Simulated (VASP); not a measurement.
# HfS2 (P-3m1) in VASP: a series of runs, part 2 of 2

VASP 6.6.1. The steps go on from the part before.

### Step 3. Relaxation of shape and atoms at fixed volume, PBEsol+D3(BJ) (22.29 Å³/atom)

This run uses another cell than the first one, of 22.29 Å³/atom.

INCAR reads:

```
ALGO = Normal
EDIFF = 1E-7
EDIFFG = -0.01
ENCUT = 500
GGA = PS
GGA_COMPAT = False
IBRION = 2
ISIF = 4
ISMEAR = 0
IVDW = 12
LASPH = True
LCHARG = False
LREAL = False
LWAVE = False
NELM = 120
NELMIN = 4
NSW = 50
PREC = Accurate
SIGMA = 0.02
```

KPOINTS reads:

```
k-points
0
Gamma
  12 12 6
```

POSCAR reads:

```
HfS2
1.0
    3.6264764371      0.0000000000      0.0000000000
   -1.8132382186      3.1406207207      0.0000000000
    0.0000000000      0.0000000000      5.8707676220
Hf S
1 2
Direct
    0.0000000000      0.0000000000      0.0000000000
    0.6666666667      0.3333333333      0.7494299245
    0.3333333333      0.6666666667      0.2505700755
```

Potentials or basis: VASP PAW PBE potentials, release 64 (Hf_pv, S).

On the command line:

```console
> cat potpaw_PBE.64/Hf_pv/POTCAR potpaw_PBE.64/S/POTCAR > POTCAR
> mpirun -np 1 vasp_std > vasp.out
```

OUTCAR:

```text
EDIFF = 1E-7
   EDIFFG = -0.01
   ENCUT = 500
   GGA = PS
   IBRION = 2
   ISIF = 4
   ISMEAR = 0
   IVDW = 12
   LASPH = True
   LREAL = False
   NELM = 120
   NELMIN = 4
   NSW = 50
   PREC = Accurate
 IVDW          = 12

 ion  position               nearest neighbor table
   1  0.000  0.000  0.000-   2 2.56   3 2.56   3 2.56   2 2.56   2 2.56   3 2.56
   2  0.667  0.333  0.749-   1 2.56   1 2.56   1 2.56
   3  0.333  0.667  0.251-   1 2.56   1 2.56   1 2.56

  LATTYP: Found a hexagonal cell.
 ALAT       =     3.6264764371
 C/A-ratio  =     1.6188627512

  Lattice vectors:

 A1 = (   3.6264764371,   0.0000000000,   0.0000000000)
 A2 = (  -1.8132382186,   3.1406207207,   0.0000000000)
 A3 = (   0.0000000000,   0.0000000000,   5.8707676220)

Analysis of symmetry for initial positions (statically):
=====================================================================
 Subroutine PRICEL returns:
 Original cell was already a primitive cell.

 Routine SETGRP: Setting up the symmetry group for a
 hexagonal supercell.

 Subroutine GETGRP returns: Found 12 space group operations
 (whereof 12 operations were pure point group operations)
 out of a pool of 24 trial point group operations.

The static configuration has the point symmetry D_3d.

Analysis of symmetry for dynamics (positions and initial velocities):
=====================================================================
 Subroutine PRICEL returns:
 Original cell was already a primitive cell.

 Routine SETGRP: Setting up the symmetry group for a
 hexagonal supercell.

 Subroutine GETGRP returns: Found 12 space group operations
 (whereof 12 operations were pure point group operations)
 out of a pool of 24 trial point group operations.

The dynamic configuration has the point symmetry D_3d.

 Subroutine INISYM returns: Found 12 space group operations
 (whereof 12 operations are pure point group operations),
 and found     1 'primitive' translations

----------------------------------------------------------------------------------------

                                     Primitive cell

  volume of cell :      66.8644

  direct lattice vectors                    reciprocal lattice vectors
     3.626476437  0.000000000  0.000000000     0.275749758  0.159204197  0.000000000
    -1.813238219  3.140620721  0.000000000     0.000000000  0.318408394  0.000000000
     0.000000000  0.000000000  5.870767622     0.000000000  0.000000000  0.170335476

  length of vectors
     3.626476437  3.626476437  5.870767622     0.318408394  0.318408394  0.170335476

  position of ions in fractional coordinates (direct lattice)
     0.000000000  0.000000000  0.000000000
     0.666666667  0.333333333  0.749429924
     0.333333333  0.666666667  0.250570076

  ion indices of the primitive-cell ions
   primitive index   ion index
                 1           1
                 2           2
                 3           3

----------------------------------------------------------------------------------------

 KPOINTS: k-points

Automatic generation of k-mesh.
 Grid dimensions read from file:
 generate k-points for:   12   12    6

 Generating k-lattice:

  Cartesian coordinates                     Fractional coordinates (reciprocal lattice)
     0.022979147  0.013267016  0.000000000     0.083333333  0.000000000  0.000000000
     0.000000000  0.026534033  0.000000000     0.000000000  0.083333333  0.000000000
     0.000000000  0.000000000  0.028389246     0.000000000  0.000000000  0.166666667

  Length of vectors
     0.026534033  0.026534033  0.028389246

  Shift w.r.t. Gamma in fractional coordinates (k-lattice)
     0.000000000  0.000000000  0.000000000

 Subroutine IBZKPT returns following result:
 ===========================================

 Found    100 irreducible k-points:

 Following reciprocal coordinates:
            Coordinates               Weight
  0.000000  0.000000  0.000000      1.000000
  0.083333  0.000000  0.000000      6.000000
  0.166667 -0.000000  0.000000      6.000000
  0.250000  0.000000  0.000000      6.000000
  0.333333 -0.000000  0.000000      6.000000
  0.416667 -0.000000  0.000000      6.000000
[... 16 lines left out ...]
  0.166667 -0.000000  0.166667      6.000000
  0.000000  0.166667  0.166667      6.000000
 [... further k-points ...]
   k-points           NKPTS =    100   k-points in BZ     NKDIM =    100   number of bands    NBANDS=     15
   number of dos      NEDOS =    301   number of ions     NIONS =      3
   total plane-waves  NPLWV =  37632
   dimension x,y,z NGX =    28 NGY =   28 NGZ =   48
   dimension x,y,z NGXF=    56 NGYF=   56 NGZF=   96
   ions per type =               1   2
   NGX,Y,Z   is equivalent  to a cutoff of  12.84, 12.84, 13.59 a.u.
   NGXF,Y,Z  is equivalent  to a cutoff of  25.67, 25.67, 27.18 a.u.
 SYSTEM =  unknown system
   PREC   = accura    normal or accurate (medium, high low for compatibility)
   ISTART =      0    job   : 0-new  1-cont  2-samecut
   ICHARG =      2    charge: 1-file 2-atom 10-const
   ISPIN  =      1    spin polarized calculation?
   LNONCOLLINEAR =      F non collinear calculations
   LSORBIT =      F    spin-orbit coupling
   LASPH  =      T    aspherical Exc in radial PAW
   ENCUT  =  500.0 eV  36.75 Ry    6.06 a.u.   6.61  6.61 10.70*2*pi/ulx,y,z
   NELM   =    120;   NELMIN=  4; NELMDL= -5     # of ELM steps
   EDIFF  = 0.1E-06   stopping-criterion for ELM
   LREAL  =      F    real-space projection
   EDIFFG = -.1E-01   stopping-criterion for IOM
   NSW    =     50    number of steps for IOM
   IBRION =      2    ionic relax: 0-MD 1-quasi-New 2-CG
   NFREE  =      1    steps in history (QN), initial steepest desc. (CG)
   ISIF   =      4    stress and relaxation
   ISYM   =      2    0-nonsym 1-usesym 2-fastsym
   POTIM  = 0.5000    time-step for ionic-motion
   TEBEG  =    0.0;   TEEND  =   0.0 temperature during run
   PSTRESS=    0.0 pullay stress
   NELECT =      22.0000    total number of electrons
   NUPDOWN=      -1.0000    fix difference up-down
   EMIN   =  10.00;   EMAX   =-10.00  energy-range for DOS
   EFERMI =   0.00;   METHOD = LEGACY
   ISMEAR =     0;   SIGMA  =   0.02  broadening in eV -4-tet -1-fermi 0-gaus
   EFERMI_NEDOS =   21; number of points for ismear=-14 and -15
   IALGO  =     38    algorithm
   IMIX   =      4    mixing-type and parameters
     AMIX     =   0.40;   BMIX     =  1.00
     AMIX_MAG =   1.60;   BMIX_MAG =  1.00
  volume/ion in A,a.u.               =      22.29       150.41
  Fermi-wavevector in a.u.,A,eV,Ry     =   1.130188  2.135745 17.379057  1.277325
  Thomas-Fermi vector in A             =   2.266884
   LORBIT       =      0    0 simple, 1 ext, 2 COOP (PROOUT), +10 PAW based schemes
   GGA     = PS    functional components
   LHFCALC =     F    Hartree Fock is set to
   AEXX    =    0.0000 exact exchange contribution
   IVDW    =    12    specifies the selected vdW correction
   LEPSILON=     F    determine dielectric tensor
   LRPA    =     F    only Hartree local field effects (RPA)
 conjugate gradient relaxation of ions
 non-spin polarized calculation
 Gauss-broadening in eV      SIGMA  =   0.02
  energy-cutoff  :      500.00
  volume of cell :       66.86
 maximum number of plane-waves:      1737
 NGX is ok and might be reduce to    28
   NGX = 13   NGY = 13   NGZ = 21

--------------------------------------- Ionic step        1  -------------------------------------------

 number of electron      22.0000003 magnetization

 Free energy of the ion-electron system (eV)
  ---------------------------------------------------
  ext. energy  EPLUGINS =         0.00000000
  ---------------------------------------------------
  free energy    TOTEN  =       -24.03640255 eV

  energy without entropy =      -24.03640255  energy(sigma->0) =      -24.03640255

------------------------ aborting loop because EDIFF is reached ----------------------------------------

 Edisp (eV)   -0.91498

 E8    (eV) :    -0.6038
[... 155 lines left out ...]
--------------------------------------- Ionic step        5  -------------------------------------------

 number of electron      22.0000001 magnetization

 Free energy of the ion-electron system (eV)
  ---------------------------------------------------
  ext. energy  EPLUGINS =         0.00000000
  ---------------------------------------------------
  free energy    TOTEN  =       -24.06603571 eV

  energy without entropy =      -24.06603571  energy(sigma->0) =      -24.06603571

 E-fermi :   3.2414     XC(G=0):  -9.8116

 val. band max:        3.1636867222   @ k =   0.0000   0.0000   0.0000
 cond. band min:       4.1271325020   @ k =   0.5000   0.0000   0.5000
 fundamental gap:      0.9634457798
 Fermi energy:         3.2413584249

 k-point     1 :       0.0000    0.0000    0.0000
  band No.  band energies     occupation
      1     -27.4312      2.00000
      2     -27.3104      2.00000
      3     -27.3104      2.00000
      4      -9.9763      2.00000
      5      -8.2397      2.00000
      6      -1.6752      2.00000
      7       0.4177      2.00000
      8       0.4177      2.00000
      9       3.0895      2.00000
     10       3.1637      2.00000
     11       3.1637      2.00000
     12       5.1345      0.00000
     13       5.1345      0.00000
     14       5.6909      0.00000
[... 401 lines left out ...]
      2     -27.3664      2.00000
      3     -27.3230      2.00000
      4      -9.6101      2.00000
      5      -8.3426      2.00000
      6      -1.1685      2.00000
      7       0.0740      2.00000
      8       0.5548      2.00000
      9       1.4227      2.00000
     10       2.5703      2.00000
     11       2.9440      2.00000
     12       4.9598      0.00000
     13       5.9195      0.00000
     14       6.4141      0.00000
     15       8.1761      0.00000

 [... further k-points ...]

------------------------ aborting loop because EDIFF is reached ----------------------------------------

 Edisp (eV)   -0.91307

 E8    (eV) :    -0.6023
[... 26 lines left out ...]
  FREE ENERGIE OF THE ION-ELECTRON SYSTEM (eV)
  ---------------------------------------------------
  free  energy   TOTEN  =       -24.9791102902 eV

  energy  without entropy=      -24.9791102902  energy(sigma->0) =      -24.97911029

 reached required accuracy - stopping structural energy minimisation
```

Run time: 3.3 min. Hardware: 1 thread of AMD EPYC 9R45 (Zen 5), shared host; peak memory 0.23 GiB.

Results:

- Free energy: -24.9791 eV
- Energy gained by relaxing: 9.2 meV/atom
- Ionic steps: 5
- Pressure after relaxing: -2.6 GPa
- Largest force after relaxing: 0.004 eV/Å
- Band gap on the k mesh: 0.96 eV (least direct gap 1.82 eV)
- Dispersion energy per atom: -0.304 eV

Forces on the atoms (eV/Å):
```
Hf   0.000  0.000  0.000
S    0.000  0.000  0.004
S    0.000  0.000 -0.004
```

Step by step:
```tsv
step	energy change (eV)	largest force (eV/Å)	pressure (GPa)	volume (Å³)
1	0.0000	0.4927	-5.79	66.86
2	-0.0178	0.2260	-4.44	66.86
3	-0.0233	0.0203	-3.17	66.86
4	-0.0268	0.0079	-2.84	66.86
5	-0.0277	0.0044	-2.58	66.86
```

Final structure:
```
Hf S
1.0
     3.59244    0.00000    0.00000
    -1.79622    3.11114    0.00000
     0.00000    0.00000    5.98256
Hf S
1 2
Cartesian
  0.0000 0.0000 0.0000
  1.7962 1.0370 4.5355
  0.0000 2.0741 1.4470
```

Levels at points of the mesh, in eV from the valence-band top:
```
           k point  band 8  band 9  band 10  band 11  band 12  band 13  band 14  band 15
(0.00, 0.00, 0.00)   -2.75   -0.07     0.00     0.00     1.97     1.97     2.53     5.48
(0.50, 0.00, 0.00)   -2.57   -2.48    -1.93    -1.24     1.15     4.15     4.22     6.23
(0.00, 0.00, 0.50)   -2.71   -1.84    -0.11    -0.11     1.93     1.93     2.87     5.90
(0.50, 0.00, 0.50)   -2.61   -2.44    -1.02    -0.94     0.96     4.14     4.26     5.63
```

Caveat: the PAW data sets were made with another functional, which shifts forces and pressure a little; spin-orbit coupling is left out, which moves the levels of the heavy elements.
